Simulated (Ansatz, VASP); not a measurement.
## Two plane-wave programs on Ti5WN6

```xyz
12
Lattice="2.9971 0.0000 0.0000 -1.4986 2.5956 0.0000 0.0000 0.0000 14.9318" Properties=species:S:1:pos:R:3 pbc="T T T"
Ti    1.4986    0.8652   10.0493
Ti    0.0000    1.7304    4.8824
Ti    1.4986    0.8652    2.4575
Ti    0.0000    0.0000    0.0000
Ti    0.0000    1.7304   12.4743
W     0.0000    0.0000    7.4659
N     0.0000    1.7304    8.7877
N     1.4986    0.8652    6.1441
N     0.0000    0.0000    3.6962
N     0.0000    1.7304    1.2242
N     1.4986    0.8652   13.7076
N     0.0000    0.0000   11.2355
```

Alike in both runs: task relaxation of cell and atoms; functional PBE; k mesh 12 × 12 × 4; occupations gaussian, width 0.1 eV; no spin polarisation.

```csv
,VASP,Ansatz
version,VASP 6.6.1,Ansatz 0.2.0
potentials or method,"VASP PAW PBE potentials, release 64 (Ti_sv, W_sv, N), cutoff 600 eV","scalar-relativistic, plane waves, PAW"
valence electrons in the cell,104,104
```

|  | VASP | Ansatz | Ansatz less VASP |
| --- | --- | --- | --- |
| gap on the k mesh at the Fermi level, each at its own relaxed structure (eV) | none | none | - |
| relaxed volume (Å³/atom) | 9.70 | 9.68 | -0.017 |
| relaxed length of the cell vector where the two differ most in proportion (Å) | 2.999 | 2.997 | -0.0019 |

A gap of «none» marks a metal or a gap that the smearing closes.

Spin-orbit coupling is off throughout.
